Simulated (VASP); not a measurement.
HgTe (Coloradoite): single point with BLYP+D4

The system is HgTe (Coloradoite).

```xyz
2
Lattice="0.0000 3.3034 3.3034 3.3034 0.0000 3.3034 3.3034 3.3034 0.0000" Properties=species:S:1:pos:R:3 pbc="T T T"
Hg    0.0000    0.0000    0.0000
Te    4.9550    4.9550    4.9550
```

```
Program                : VASP 6.6.1
Task                   : single point
Functional             : BLYP
Dispersion             : D4
Potentials or basis    : VASP PAW PBE potentials, release 64 (Hg, Te)
Cutoff                 : 520 eV
k mesh                 : 7 × 7 × 7
Occupations            : fermi-dirac, width 0.05 eV
Spin                   : no spin polarisation
Dipole correction      : no
Further INCAR settings : ALGO = Normal; EDIFF = 1e-07; NBANDS = 16
```

```
Pressure                   : 0.2 GPa
Band gap on the k mesh     : zero (filled and empty bands touch)
Dispersion energy per atom : -0.661 eV
```

Levels at points of the mesh, in eV from the Fermi level:
```tsv
k point	band 7	band 8	band 9	band 10	band 11	band 12
(0.00, 0.00, 0.00)	-1.00	-0.05	-0.05	-0.05	4.32	4.32
```

Run time: 57 s on 1 thread of Intel Xeon 8259CL, with other jobs on the host, peak memory 0.22 GiB.

Caveat: the PAW data sets were made with another functional, which shifts forces and pressure a little; spin-orbit coupling is left out, which moves the levels of the heavy elements; pairwise dispersion overbinds metals, which lowers pressure and volume.
